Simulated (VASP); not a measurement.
# FeO (P6_3mc) in VASP: a series of runs, part 2 of 2

VASP 6.6.1. The steps go on from the part before.

**3. Single point, PBE, collinear spin, ferromagnetic start**

INCAR reads:

```
PREC = Accurate
ENCUT = 600
EDIFF = 1E-6
ISMEAR = 0
SIGMA = 0.1
LREAL = False
LASPH = True
NELM = 200
ALGO = Normal
ISIF = 2
LWAVE = False
LCHARG = False
ISPIN = 2
MAGMOM = 3.53 3.53 0.35 0.35
LORBIT = 11
LMAXMIX = 4
GGA = PE
NBANDS = 34
GGA_COMPAT = False
```

KPOINTS reads:

```
Automatic mesh
0
Gamma
  6 6 4
```

POSCAR reads:

```
FeO
1.0
    3.0937912068      0.0000000000      0.0000000000
   -1.5468956034      2.6793017791      0.0000000000
    0.0000000000      0.0000000000      5.7334606047
Fe O
2 2
Direct
    0.3333333333      0.6666666667      0.0239860142
    0.6666666667      0.3333333333      0.5239860142
    0.3333333333      0.6666666667      0.3581139858
    0.6666666667      0.3333333333      0.8581139858
```

Potentials or basis: VASP PAW PBE potentials, release 64 (Fe_sv, O).

Run with:

```console
> cat potpaw_PBE.64/Fe_sv/POTCAR potpaw_PBE.64/O/POTCAR > POTCAR
> mpirun -np 1 vasp_std > vasp.out
```

OUTCAR:

```text
PREC = Accurate
   ENCUT = 600
   EDIFF = 1E-6
   ISMEAR = 0
   LREAL = False
   LASPH = True
   NELM = 200
   ISIF = 2
   ISPIN = 2
   LORBIT = 11
   GGA = PE

 ion  position               nearest neighbor table
   1  0.333  0.667  0.024-   3 1.92   4 2.02   4 2.02   4 2.02
   2  0.667  0.333  0.524-   4 1.92   3 2.02   3 2.02   3 2.02
   3  0.333  0.667  0.358-   1 1.92   2 2.02   2 2.02   2 2.02
   4  0.667  0.333  0.858-   2 1.92   1 2.02   1 2.02   1 2.02

  LATTYP: Found a hexagonal cell.
 ALAT       =     3.0937912068
 C/A-ratio  =     1.8532151078

  Lattice vectors:

 A1 = (   3.0937912068,   0.0000000000,   0.0000000000)
 A2 = (  -1.5468956034,   2.6793017791,   0.0000000000)
 A3 = (   0.0000000000,   0.0000000000,   5.7334606047)

Analysis of symmetry for initial positions (statically):
=====================================================================
 Subroutine PRICEL returns:
 Original cell was already a primitive cell.

 Routine SETGRP: Setting up the symmetry group for a
 hexagonal supercell.

 Subroutine GETGRP returns: Found 12 space group operations
 (whereof  6 operations were pure point group operations)
 out of a pool of 24 trial point group operations.

The static configuration has the point symmetry C_3v.
 The point group associated with its full space group is C_6v.

Analysis of symmetry for dynamics (positions and initial velocities):
=====================================================================
 Subroutine PRICEL returns:
 Original cell was already a primitive cell.

 Routine SETGRP: Setting up the symmetry group for a
 hexagonal supercell.

 Subroutine GETGRP returns: Found 12 space group operations
 (whereof  6 operations were pure point group operations)
 out of a pool of 24 trial point group operations.

The dynamic configuration has the point symmetry C_3v.
 The point group associated with its full space group is C_6v.
[... 159 lines left out ...]
  free energy    TOTEN  =       -30.17024943 eV

  energy without entropy =      -30.16251486  energy(sigma->0) =      -30.16638214

 E-fermi :   7.3877     XC(G=0): -11.3784

 val. band max:        7.3669620883   @ k =   0.1667  -0.0000   0.5000
 cond. band min:       7.3968839525   @ k =   0.0000   0.0000   0.0000
 fundamental gap:      0.0299218643
 Fermi energy:         7.3876868243

 spin component 1

 k-point     1 :       0.0000    0.0000    0.0000
  band No.  band energies     occupation
      1     -82.4386      1.00000
      2     -82.4374      1.00000
      3     -48.5782      1.00000
      4     -48.5587      1.00000
      5     -48.4118      1.00000
      6     -48.4118      1.00000
[... 766 lines left out ...]
     33      20.9200      0.00000
     34      20.9200      0.00000
 Fermi energy:         7.3876868243

 spin component 2

 k-point     1 :       0.0000    0.0000    0.0000
  band No.  band energies     occupation
      1     -78.3166      1.00000
      2     -78.3151      1.00000
      3     -44.4640      1.00000
      4     -44.4375      1.00000
      5     -44.4337      1.00000
      6     -44.4337      1.00000
[... 766 lines left out ...]
     33      21.3189      0.00000
     34      21.3189      0.00000

------------------------ aborting loop because EDIFF is reached ----------------------------------------

  FORCE on cell =-STRESS in cart. coord.  units (eV):
  Direction    XX          YY          ZZ          XY          YZ          ZX
  --------------------------------------------------------------------------------------
  -------------------------------------------------------------------------------------
  Total       -0.6384838     -0.6384838     -0.6173049     -0.0000000      0.0000000      0.0000000
  in kB      -21.5243972    -21.5243972    -20.8104205     -0.0000000      0.0000000      0.0000000
  external PRESSURE =     -21.2864050 kB  Pullay stress =       0.0000000 kB

 VOLUME and BASIS-vectors are now :
 -----------------------------------------------------------------------------
  energy-cutoff  :      600.00
  volume of cell :       47.53
      direct lattice vectors                 reciprocal lattice vectors
     3.093791207  0.000000000  0.000000000     0.323228018  0.186615783  0.000000000
    -1.546895603  2.679301779  0.000000000     0.000000000  0.373231566  0.000000000
     0.000000000  0.000000000  5.733460605     0.000000000  0.000000000  0.174414733

 POSITION                                       TOTAL-FORCE (eV/Angst)
 -----------------------------------------------------------------------------------
     -0.00000      1.78620      0.13752         0.000000      0.000000     -0.017876
      1.54690      0.89310      3.00425        -0.000000     -0.000000     -0.017876
     -0.00000      1.78620      2.05323         0.000000     -0.000000      0.017876
      1.54690      0.89310      4.91996         0.000000     -0.000000      0.017876
 -----------------------------------------------------------------------------------
    total drift:                               -0.000001      0.000000      0.000677

  FREE ENERGIE OF THE ION-ELECTRON SYSTEM (eV)
  ---------------------------------------------------
  free  energy   TOTEN  =       -30.1702494255 eV

  energy  without entropy=      -30.1625148568  energy(sigma->0) =      -30.16638214

 total charge

# of ion       s       p       d       tot
------------------------------------------
    1        2.124   6.015   5.461  13.601
    2        2.124   6.015   5.461  13.601
    3        1.551   3.456   0.000   5.007
    4        1.551   3.456   0.000   5.007
--------------------------------------------------
tot          7.350  18.943  10.923  37.216

 magnetization (x)

# of ion       s       p       d       tot
------------------------------------------
    1        0.016   0.017   3.401   3.433
    2        0.016   0.017   3.401   3.433
    3        0.020   0.284   0.000   0.304
    4        0.020   0.284   0.000   0.304
--------------------------------------------------
tot          0.072   0.602   6.802   7.475
```

OSZICAR:

```text
N       E                     dE             d eps       ncg     rms          rms(c)
DAV:   1     0.939028336333E+03    0.93903E+03   -0.27643E+04  2856   0.196E+03
DAV:   2     0.525087119657E+02   -0.88652E+03   -0.84830E+03  2866   0.688E+02
DAV:   3    -0.332942341742E+02   -0.85803E+02   -0.82510E+02  3516   0.251E+02
DAV:   4    -0.366270964282E+02   -0.33329E+01   -0.33141E+01  3298   0.619E+01
DAV:   5    -0.367490826211E+02   -0.12199E+00   -0.12194E+00  3640   0.124E+01    0.246E+01
DAV:   6    -0.325488506443E+02    0.42002E+01   -0.40303E+01  4126   0.866E+01    0.416E+01
DAV:   7    -0.301647660242E+02    0.23841E+01   -0.64353E+00  3416   0.509E+01    0.153E+01
DAV:   8    -0.301778436386E+02   -0.13078E-01   -0.10802E+00  3606   0.930E+00    0.105E+01
DAV:   9    -0.301921524648E+02   -0.14309E-01   -0.13081E-01  4164   0.539E+00    0.313E+00
DAV:  10    -0.301687619355E+02    0.23391E-01   -0.81283E-02  3510   0.494E+00    0.638E-01
DAV:  11    -0.301700025228E+02   -0.12406E-02   -0.24825E-02  4210   0.145E+00    0.191E-01
DAV:  12    -0.301702323898E+02   -0.22987E-03   -0.12747E-03  3594   0.384E-01    0.119E-01
DAV:  13    -0.301702375952E+02   -0.52054E-05   -0.15563E-04  3840   0.163E-01    0.472E-02
DAV:  14    -0.301702437118E+02   -0.61167E-05   -0.29512E-05  3476   0.547E-02    0.238E-02
DAV:  15    -0.301702490774E+02   -0.53656E-05   -0.76172E-06  2848   0.269E-02    0.814E-03
DAV:  16    -0.301702494255E+02   -0.34810E-06   -0.55001E-07  2190   0.106E-02
   1 F= -.30170249E+02 E0= -.30166382E+02  d E =-.773457E-02  mag=     7.9999
```

Wall time 1.9 min (1 thread of AMD EPYC 9R45 (Zen 5), shared host); peak memory 0.21 GiB.

Results:

```
Free energy                                           : -30.1702 eV
Pressure                                              : -2.1 GPa
Largest force                                         : 0.018 eV/Å
Band gap on the k mesh                                : zero (filled and empty bands overlap)
Net moment                                            : 8.00 μB per cell
Site moments                                          : Fe +3.43; O +0.30 μB
Valence electrons inside the program's atomic spheres : Fe 13.60; O 5.01
```

Forces in eV/Å, atoms in the order of the input:
```
Fe   0.000  0.000 -0.018
Fe   0.000  0.000 -0.018
O    0.000  0.000  0.018
O    0.000  0.000  0.018
```

Levels at points of the mesh, in eV from the Fermi level:
Spin up:
```csv
k point,band 24,band 25,band 26,band 27,band 28,band 29
"(0.00, 0.00, 0.00)",-1.09,-0.30,-0.30,0.31,5.11,5.71
"(0.50, 0.00, 0.00)",-2.07,-1.60,-0.63,4.89,5.47,6.12
"(0.00, 0.00, 0.50)",-0.87,-0.87,-0.87,2.03,2.03,8.85
"(0.50, 0.00, 0.50)",-1.70,-1.41,-1.41,4.66,4.66,7.45
```
Spin down:
| k point | band 14 | band 15 | band 16 | band 17 | band 18 | band 19 | band 20 | band 21 | band 22 | band 23 |
| --- | --- | --- | --- | --- | --- | --- | --- | --- | --- | --- |
| (0.00, 0.00, 0.00) | -4.55 | -4.14 | -4.14 | -0.37 | -0.23 | 0.01 | 0.01 | 0.59 | 0.59 | 1.23 |
| (0.50, 0.00, 0.00) | -5.33 | -4.73 | -4.13 | -0.88 | -0.35 | 0.42 | 0.65 | 0.76 | 0.78 | 0.99 |
| (0.00, 0.00, 0.50) | -4.37 | -4.37 | -4.37 | 0.28 | 0.28 | 0.28 | 0.28 | 0.35 | 0.35 | 1.90 |
| (0.50, 0.00, 0.50) | -5.21 | -4.46 | -4.46 | -0.39 | -0.39 | 0.58 | 0.58 | 0.76 | 0.76 | 1.30 |

Caveat: the k points lie up to 0.39 Å⁻¹ apart; semilocal functionals often make such compounds metallic where correlation or magnetic order opens a gap, which also shifts bond lengths; only a ferromagnetic start was run, and an antiferromagnetic order may lie lower in energy. With open d or f shells a metallic result of PBE can be an artefact of self-interaction; +U or a hybrid may open a gap.
